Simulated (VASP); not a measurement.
A run of VASP 6.6.1 is set up as follows.

The input INCAR:

```
SYSTEM = Al2C3
  PREC = Accurate
  ENCUT = 520
  EDIFF = 1E-7
  ISMEAR = 0
  SIGMA = 0.1
  LREAL = .False.
  LASPH = .True.
  NELM = 100
  ALGO = Normal
  ISIF = 2
  LWAVE = .False.
  LCHARG = .False.
  GGA = PE
  NBANDS = 17
```

KPOINTS

```
regular mesh
0
Gamma
  6 6 4
  0 0 0
```

The input POSCAR:

```
Al2C3
1.0
    2.8654866648      0.0000000000      0.0000000000
   -1.4327433324      2.4815842459      0.0000000000
    0.0000000000      0.0000000000      6.0962102223
Al C
2 3
Direct
    0.3333333333      0.6666666667      0.1739611581
    0.6666666667      0.3333333333      0.8260388419
    0.0000000000      0.0000000000      0.0000000000
    0.3333333333      0.6666666667      0.5471836630
    0.6666666667      0.3333333333      0.4528163370
```

Potentials or basis: VASP PAW PBE potentials, release 64 (Al, C).

Launch:

```bash
$ cat potpaw_PBE.64/Al/POTCAR potpaw_PBE.64/C/POTCAR > POTCAR
$ mpirun -np 1 vasp_std > vasp.out
```

What does it give for the pressure?

0.0 GPa.

Estimate the largest force.

0.013 eV/Å.

What does it give for the band gap on the k mesh?

Zero (bands 9 and 10 overlap by 0.66 eV).

Forces on the atoms (eV/Å):
```
Al   0.000  0.000 -0.013
Al   0.000  0.000  0.013
C    0.000  0.000  0.000
C    0.000  0.000 -0.004
C    0.000  0.000  0.004
```

Caveat: the k points lie up to 0.42 Å⁻¹ apart, too coarse for converged energies and pressures of a metal.
